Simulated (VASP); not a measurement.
Set up this calculation in VASP 6.6.1, as the native input.

```yaml
Task: single point
Functional: PBE
Potentials_or_basis: VASP PAW PBE potentials, release 64 (Zr_sv, F, Ba_sv, Be)
Cutoff: 520 eV
k_mesh: 1 × 1 × 1
Occupations: fermi-dirac, width 0.1181 eV
Spin: no spin polarisation
Dipole_correction: no
Further_INCAR_settings: LREAL = Auto; ALGO = Normal; EDIFF = 1e-07; NBANDS = 70; ISYM = 0
```

The structure of BaZrBe3F12 lies in POSCAR:

```
BaZrBe3F12
1.0
    6.2858920000     -0.0721330000      0.0901150000
   -0.0721330000      6.3112050000      0.0957760000
    0.0901150000      0.0957760000      6.0782540000
Zr F Ba Be
1 12 1 3
Direct
    0.7155674913      0.8622140364      0.8804762394
    0.5923735768      0.9184786514      0.5185184831
    0.9789531600      0.9512888988      0.6744547020
    0.3837192841      0.6725828259      0.9440541386
    0.1753013418      0.1756056775     -0.0129094786
    0.2636458243      0.1458482126      0.3982166257
    0.6500724059      0.5988754958      0.1423597674
    0.8822493183      0.1539013325      0.3070125152
    0.6981344117      0.1622186032      0.7572635116
    0.9392552588      0.8759036269      0.0905336412
    0.5433646331      0.9509299882      0.1502195245
    0.2210501545      0.6553755668      0.3396305609
    0.7778155399      0.6191860903      0.6540450573
    0.2015153328      0.4372022120      0.6993518150
    0.1044497674      0.0921903105      0.2323476265
    0.4235801047      0.6583522101      0.2132511635
    0.7861221092      1.0377946901      0.5277763617
```

One way to write it, as run:

INCAR

```
  ALGO = Normal
  EDIFF = 1E-7
  ENCUT = 520
  GGA = PE
  ISIF = 2
  ISMEAR = -1
  ISYM = 0
  LASPH = True
  LCHARG = False
  LREAL = Auto
  LWAVE = False
  NBANDS = 70
  NELM = 80
  PREC = Accurate
  SIGMA = 0.1181
```

KPOINTS

```
k-points
0
Gamma
  1 1 1
```

Potentials or basis: VASP PAW PBE potentials, release 64 (Zr_sv, F, Ba_sv, Be).

Run with:

```bash
$ cat potpaw_PBE.64/Zr_sv/POTCAR potpaw_PBE.64/F/POTCAR potpaw_PBE.64/Ba_sv/POTCAR potpaw_PBE.64/Be/POTCAR > POTCAR
$ mpirun -np 1 vasp_gam > vasp.out
```

Results of the run:

```json
{
 "Pressure": "5.2 GPa",
 "Largest force": "3.805 eV/Å",
 "Band gap on the k mesh": "5.64 eV"
}
```

Caveat: the k points lie up to 1.03 Å⁻¹ apart; spin-orbit coupling is left out, which moves the levels of the heavy elements.

Run time: 50 s on 1 thread of AMD EPYC 7R43 64-Core Processor (Zen 3), with other jobs on the host, peak memory 0.27 GiB.
